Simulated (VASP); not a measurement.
# LiH (Fm-3m) in VASP: further runs

The runs below take LiH through single point, with PBE.

All numbers are computed with VASP 6.6.1; they aren't measurements. Logs are shortened: lines on timing, memory, paths and dates and some standing lists are left out, and cuts for length are marked.

**1. The cell of the first run**

The structure is cubic, space group Fm-3m (No. 225). The conventional cell has a = 4.074 Å, b = 4.074 Å, c = 4.074 Å, α = 90.00°, β = 90.00°, γ = 90.00°. Within 2.7 Å of Li (site symmetry m-3m) lie 6 H at 2.04 Å. H (site symmetry m-3m) has 6 Li at 2.04 Å within 2.7 Å.

**2. Single point, PBE**

INCAR reads:

```
PREC     = Accurate       # precision mode
ENCUT    = 750            # plane-wave cutoff, eV
EDIFF    = 1E-6           # SCF threshold, eV
ISMEAR   = 0              # smearing method
SIGMA    = 0.02           # smearing width, eV
LREAL    = False          # projectors in reciprocal space
LASPH    = True           # aspherical terms in the spheres
NELM     = 120            # most SCF steps
ALGO     = Normal         # electronic algorithm
ISIF     = 2              # what is computed and relaxed
LWAVE    = False          # write WAVECAR
LCHARG   = False          # write CHGCAR
GGA      = PE             # functional
NBANDS   = 9              # bands
GGA_COMPAT= False
```

KPOINTS reads:

```
Automatic mesh
0
Gamma
  8 8 8
```

POSCAR reads:

```
LiH
1.0
    0.0000000000      2.0367500000      2.0367500000
    2.0367500000      0.0000000000      2.0367500000
    2.0367500000      2.0367500000      0.0000000000
Li H
1 1
Direct
    0.0000000000      0.0000000000      0.0000000000
    0.5000000000      0.5000000000      0.5000000000
```

Potentials or basis: VASP PAW PBE potentials, release 64 (Li_sv, H).

Run with:

```sh
> cat potpaw_PBE.64/Li_sv/POTCAR potpaw_PBE.64/H/POTCAR > POTCAR
> mpirun -np 1 vasp_std > vasp.out
```

OUTCAR:

```text
PREC = Accurate
   ENCUT = 750
   EDIFF = 1E-6
   ISMEAR = 0
   LREAL = False
   LASPH = True
   NELM = 120
   ISIF = 2
   GGA = PE

 ion  position               nearest neighbor table
   1  0.000  0.000  0.000-
   2  0.500  0.500  0.500-

  LATTYP: Found a face centered cubic cell.
 ALAT       =     4.0735000000

  Lattice vectors:

 A1 = (   0.0000000000,   2.0367500000,   2.0367500000)
 A2 = (   2.0367500000,   0.0000000000,   2.0367500000)
 A3 = (   2.0367500000,   2.0367500000,   0.0000000000)

Analysis of symmetry for initial positions (statically):
=====================================================================
 Subroutine PRICEL returns:
 Original cell was already a primitive cell.

 Routine SETGRP: Setting up the symmetry group for a
 face centered cubic supercell.

 Subroutine GETGRP returns: Found 48 space group operations
 (whereof 48 operations were pure point group operations)
 out of a pool of 48 trial point group operations.

The static configuration has the point symmetry O_h .

Analysis of symmetry for dynamics (positions and initial velocities):
=====================================================================
 Subroutine PRICEL returns:
 Original cell was already a primitive cell.

 Routine SETGRP: Setting up the symmetry group for a
 face centered cubic supercell.

 Subroutine GETGRP returns: Found 48 space group operations
 (whereof 48 operations were pure point group operations)
 out of a pool of 48 trial point group operations.

The dynamic configuration has the point symmetry O_h .

 Subroutine INISYM returns: Found 48 space group operations
 (whereof 48 operations are pure point group operations),
 and found     1 'primitive' translations

----------------------------------------------------------------------------------------

                                     Primitive cell

  volume of cell :      16.8983

  direct lattice vectors                    reciprocal lattice vectors
     0.000000000  2.036750000  2.036750000    -0.245489137  0.245489137  0.245489137
     2.036750000  0.000000000  2.036750000     0.245489137 -0.245489137  0.245489137
     2.036750000  2.036750000  0.000000000     0.245489137  0.245489137 -0.245489137

  length of vectors
     2.880399473  2.880399473  2.880399473     0.425199658  0.425199658  0.425199658

  position of ions in fractional coordinates (direct lattice)
     0.000000000  0.000000000  0.000000000
     0.500000000  0.500000000  0.500000000

  ion indices of the primitive-cell ions
   primitive index   ion index
                 1           1
                 2           2

----------------------------------------------------------------------------------------

 KPOINTS: Automatic mesh

Automatic generation of k-mesh.
 Grid dimensions read from file:
 generate k-points for:    8    8    8

 Generating k-lattice:

  Cartesian coordinates                     Fractional coordinates (reciprocal lattice)
    -0.030686142  0.030686142  0.030686142     0.125000000  0.000000000  0.000000000
     0.030686142 -0.030686142  0.030686142     0.000000000  0.125000000  0.000000000
     0.030686142  0.030686142 -0.030686142     0.000000000  0.000000000  0.125000000

  Length of vectors
     0.053149957  0.053149957  0.053149957

  Shift w.r.t. Gamma in fractional coordinates (k-lattice)
     0.000000000  0.000000000  0.000000000

 Subroutine IBZKPT returns following result:
 ===========================================

 Found     29 irreducible k-points:

 Following reciprocal coordinates:
            Coordinates               Weight
  0.000000  0.000000  0.000000      1.000000
  0.125000  0.000000  0.000000      8.000000
  0.250000  0.000000  0.000000      8.000000
  0.375000  0.000000  0.000000      8.000000
  0.500000  0.000000  0.000000      4.000000
  0.125000  0.125000  0.000000      6.000000
[... 16 lines left out ...]
  0.500000  0.250000  0.125000     48.000000
 -0.375000  0.250000  0.125000     24.000000
 [... further k-points ...]
   k-points           NKPTS =     29   k-points in BZ     NKDIM =     29   number of bands    NBANDS=      9
   number of dos      NEDOS =    301   number of ions     NIONS =      2
   total plane-waves  NPLWV =  21952
   dimension x,y,z NGX =    28 NGY =   28 NGZ =   28
   dimension x,y,z NGXF=    56 NGYF=   56 NGZF=   56
   ions per type =               1   1
   NGX,Y,Z   is equivalent  to a cutoff of  16.16, 16.16, 16.16 a.u.
   NGXF,Y,Z  is equivalent  to a cutoff of  32.32, 32.32, 32.32 a.u.
 SYSTEM =  unknown system
   PREC   = accura    normal or accurate (medium, high low for compatibility)
   ISTART =      0    job   : 0-new  1-cont  2-samecut
   ICHARG =      2    charge: 1-file 2-atom 10-const
   ISPIN  =      1    spin polarized calculation?
   LNONCOLLINEAR =      F non collinear calculations
   LSORBIT =      F    spin-orbit coupling
   LASPH  =      T    aspherical Exc in radial PAW
   ENCUT  =  750.0 eV  55.12 Ry    7.42 a.u.   6.43  6.43  6.43*2*pi/ulx,y,z
   NELM   =    120;   NELMIN=  2; NELMDL= -5     # of ELM steps
   EDIFF  = 0.1E-05   stopping-criterion for ELM
   LREAL  =      F    real-space projection
   EDIFFG = 0.1E-04   stopping-criterion for IOM
   NSW    =      0    number of steps for IOM
   IBRION =     -1    ionic relax: 0-MD 1-quasi-New 2-CG
   NFREE  =      0    steps in history (QN), initial steepest desc. (CG)
   ISIF   =      2    stress and relaxation
   ISYM   =      2    0-nonsym 1-usesym 2-fastsym
   POTIM  = 0.5000    time-step for ionic-motion
   TEBEG  =    0.0;   TEEND  =   0.0 temperature during run
   PSTRESS=    0.0 pullay stress
   NELECT =       4.0000    total number of electrons
   NUPDOWN=      -1.0000    fix difference up-down
   EMIN   =  10.00;   EMAX   =-10.00  energy-range for DOS
   EFERMI =   0.00;   METHOD = LEGACY
   ISMEAR =     0;   SIGMA  =   0.02  broadening in eV -4-tet -1-fermi 0-gaus
   EFERMI_NEDOS =   21; number of points for ismear=-14 and -15
   IALGO  =     38    algorithm
   IMIX   =      4    mixing-type and parameters
     AMIX     =   0.40;   BMIX     =  1.00
     AMIX_MAG =   1.60;   BMIX_MAG =  1.00
  volume/ion in A,a.u.               =       8.45        57.02
  Fermi-wavevector in a.u.,A,eV,Ry     =   1.012699  1.913724 13.953585  1.025560
  Thomas-Fermi vector in A             =   2.145824
   LORBIT       =      0    0 simple, 1 ext, 2 COOP (PROOUT), +10 PAW based schemes
   GGA     = PE    functional components
   LHFCALC =     F    Hartree Fock is set to
   AEXX    =    0.0000 exact exchange contribution
   IVDW    =     0    specifies the selected vdW correction
   LEPSILON=     F    determine dielectric tensor
   LRPA    =     F    only Hartree local field effects (RPA)
 non-spin polarized calculation
 Gauss-broadening in eV      SIGMA  =   0.02
  energy-cutoff  :      750.00
  volume of cell :       16.90
 maximum number of plane-waves:       817
 NGX is ok and might be reduce to    28
   NGX = 13   NGY = 13   NGZ = 13

 number of electron       3.9999999 magnetization

 Free energy of the ion-electron system (eV)
  ---------------------------------------------------
  ext. energy  EPLUGINS =         0.00000000
  ---------------------------------------------------
  free energy    TOTEN  =        -6.12225274 eV

  energy without entropy =       -6.12225274  energy(sigma->0) =       -6.12225274

 E-fermi :   0.0874     XC(G=0):  -8.3586

 val. band max:       -0.1319806335   @ k =   0.5000   0.5000   0.0000
 cond. band min:       2.8827414549   @ k =   0.5000   0.5000   0.0000
 fundamental gap:      3.0147220884
 Fermi energy:         0.0874088991

 k-point     1 :       0.0000    0.0000    0.0000
  band No.  band energies     occupation
      1     -44.4619      2.00000
      2      -5.3894      2.00000
      3      15.3381      0.00000
      4      17.2744      0.00000
      5      17.2744      0.00000
      6      17.2744      0.00000
      7      21.9025      0.00000
      8      21.9025      0.00000
      9      21.9025      0.00000

 k-point     2 :       0.1250    0.0000    0.0000
  band No.  band energies     occupation
      1     -44.4564      2.00000
      2      -5.1192      2.00000
      3      13.2954      0.00000
      4      15.9240      0.00000
      5      16.7480      0.00000
      6      16.7480      0.00000
      7      21.4399      0.00000
      8      23.0371      0.00000
      9      23.0371      0.00000

 k-point     3 :       0.2500    0.0000    0.0000
  band No.  band energies     occupation
      1     -44.4428      2.00000
      2      -4.3416      2.00000
      3       9.3279      0.00000
      4      14.4652      0.00000
      5      16.0796      0.00000
      6      16.0796      0.00000
      7      21.4458      0.00000
      8      21.4458      0.00000
      9      22.8109      0.00000

 k-point     4 :       0.3750    0.0000    0.0000
  band No.  band energies     occupation
      1     -44.4292      2.00000
      2      -3.2597      2.00000
      3       6.0548      0.00000
      4      13.4716      0.00000
      5      15.8707      0.00000
      6      15.8707      0.00000
      7      19.3327      0.00000
      8      19.3327      0.00000
      9      24.9056      0.00000

 k-point     5 :       0.5000    0.0000    0.0000
  band No.  band energies     occupation
      1     -44.4236      2.00000
      2      -2.6231      2.00000
      3       4.6650      0.00000
      4      13.1207      0.00000
      5      15.9367      0.00000
      6      15.9367      0.00000
      7      18.4724      0.00000
      8      18.4724      0.00000
      9      26.3039      0.00000

 k-point     6 :       0.1250    0.1250    0.0000
  band No.  band energies     occupation
      1     -44.4546      2.00000
      2      -5.0228      2.00000
      3      13.6307      0.00000
      4      15.1314      0.00000
      5      15.1314      0.00000
      6      18.0755      0.00000
      7      18.6153      0.00000
      8      23.8459      0.00000
      9      24.9511      0.00000
[... 169 lines left out ...]
 k-point    21 :       0.5000    0.5000    0.0000
  band No.  band energies     occupation
      1     -44.4119      2.00000
      2      -0.1320      2.00000
      3       2.8827      0.00000
      4      10.4507      0.00000
      5      10.4507      0.00000
      6      13.5560      0.00000
      7      16.4498      0.00000
      8      33.6149      0.00000
      9      33.6149      0.00000

 k-point    22 :       0.3750    0.2500    0.1250
  band No.  band energies     occupation
      1     -44.4329      2.00000
      2      -3.5877      2.00000
      3       9.1589      0.00000
      4       9.9885      0.00000
      5      13.7161      0.00000
      6      16.9988      0.00000
      7      19.5029      0.00000
      8      23.0174      0.00000
      9      26.6762      0.00000

 k-point    23 :       0.5000    0.2500    0.1250
  band No.  band energies     occupation
      1     -44.4221      2.00000
      2      -2.4451      2.00000
      3       6.2884      0.00000
      4       8.8102      0.00000
      5      13.0436      0.00000
      6      16.2163      0.00000
      7      21.5980      0.00000
      8      23.5537      0.00000
      9      26.1722      0.00000

 k-point    24 :      -0.3750    0.2500    0.1250
  band No.  band energies     occupation
      1     -44.4176      2.00000
      2      -1.7475      2.00000
      3       4.8689      0.00000
      4       8.5273      0.00000
      5      12.7913      0.00000
      6      15.8337      0.00000
      7      22.2814      0.00000
      8      25.2454      0.00000
      9      26.4421      0.00000

 [... further k-points ...]

------------------------ aborting loop because EDIFF is reached ----------------------------------------

  FORCE on cell =-STRESS in cart. coord.  units (eV):
  Direction    XX          YY          ZZ          XY          YZ          ZX
  --------------------------------------------------------------------------------------
  -------------------------------------------------------------------------------------
  Total       -0.1920987     -0.1920987     -0.1920987      0.0000000     -0.0000000      0.0000000
  in kB      -18.2134300    -18.2134300    -18.2134300      0.0000000     -0.0000000      0.0000000
  external PRESSURE =     -18.2134300 kB  Pullay stress =       0.0000000 kB

 VOLUME and BASIS-vectors are now :
 -----------------------------------------------------------------------------
  energy-cutoff  :      750.00
  volume of cell :       16.90
      direct lattice vectors                 reciprocal lattice vectors
     0.000000000  2.036750000  2.036750000    -0.245489137  0.245489137  0.245489137
     2.036750000  0.000000000  2.036750000     0.245489137 -0.245489137  0.245489137
     2.036750000  2.036750000  0.000000000     0.245489137  0.245489137 -0.245489137

 POSITION                                       TOTAL-FORCE (eV/Angst)
 -----------------------------------------------------------------------------------
      0.00000      0.00000      0.00000        -0.000000     -0.000000     -0.000000
      2.03675      2.03675      2.03675         0.000000      0.000000      0.000000
 -----------------------------------------------------------------------------------
    total drift:                                0.000000      0.000000      0.000000

  FREE ENERGIE OF THE ION-ELECTRON SYSTEM (eV)
  ---------------------------------------------------
  free  energy   TOTEN  =        -6.1222527363 eV

  energy  without entropy=       -6.1222527363  energy(sigma->0) =       -6.12225274
```

Run time: 9.8 s. Hardware: 1 thread of Intel Xeon 8259CL, shared host; peak memory 0.15 GiB.

What came out:

- Free energy: -6.1223 eV
- Pressure: -1.8 GPa
- Band gap on the k mesh: 3.01 eV

Levels at points of the mesh, in eV from the valence-band top:
| k point | band 1 | band 2 | band 3 | band 4 | band 5 |
| --- | --- | --- | --- | --- | --- |
| (0.00, 0.00, 0.00) | -44.33 | -5.26 | 15.47 | 17.41 | 17.41 |
| (0.50, 0.00, 0.00) | -44.29 | -2.49 | 4.80 | 13.25 | 16.07 |
| (0.50, 0.50, 0.00) | -44.28 | 0.00 | 3.01 | 10.58 | 10.58 |

A k mesh can miss the band edges.

(Part 1 of 2 ends here.)
